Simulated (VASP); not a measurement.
A run of VASP 6.6.1 is set up as follows.

INCAR

```
SYSTEM = ZrC
PREC = Accurate
ENCUT = 600
EDIFF = 1E-6
ISMEAR = -1
SIGMA = 0.05
LREAL = .False.
LASPH = .True.
NELM = 60
ALGO = Normal
ISIF = 3
LWAVE = .False.
LCHARG = .False.
GGA = PE
IBRION = 2
NSW = 60
EDIFFG = -0.01
PSTRESS = 300.0
```

Contents of KPOINTS:

```
Automatic mesh
0
Gamma
  7 7 4
  0 0 0
```

The input POSCAR:

```
ZrC
1.0
    3.3914762718      0.0000000000      0.0000000000
   -1.6957381359      2.9371046077      0.0000000000
    0.0000000000      0.0000000000      5.2900530000
Zr C
2 2
Direct
    0.6666666667      0.3333333333      0.7500000000
    0.3333333333      0.6666666667      0.2500000000
    0.0000000000      0.0000000000      0.5000000000
    0.0000000000      0.0000000000      0.0000000000
```

Potentials or basis: VASP PAW PBE potentials, release 64 (Zr_sv, C).

Launch:

```sh
$ cat potpaw_PBE.64/Zr_sv/POTCAR potpaw_PBE.64/C/POTCAR > POTCAR
$ mpirun -np 1 vasp_std > vasp.out
```

Task: What does it give for the band gap on the k mesh?

Result: Zero (band 16 reaches 12.06 eV, above the bottom of band 17 at 10.91 eV).

Task: Predict the relaxed cell.

Result: a = 3.242 Å, b = 3.242 Å, c = 5.138 Å, α = 90.00°, β = 90.00°, γ = 120.00°.

Step by step:
```tsv
step	energy change (eV)	largest force (eV/Å)	pressure (GPa)	volume (Å³)
1	0.0000	0.0000	-2.15	52.69
2	7.4444	0.0000	192.63	34.99
3	0.3458	0.0000	25.62	47.39
4	0.4289	0.0000	29.03	46.90
5	0.4558	0.0000	30.06	46.75
6	0.4775	0.0000	30.88	46.64
7	0.4056	0.0000	28.24	47.01
8	0.4274	0.0000	29.07	46.89
9	0.4654	0.0000	30.55	46.68
10	0.4504	0.0000	29.99	46.76
```

Caveat: the cell is relaxed towards a set pressure, so the enthalpy falls and the energy may rise.
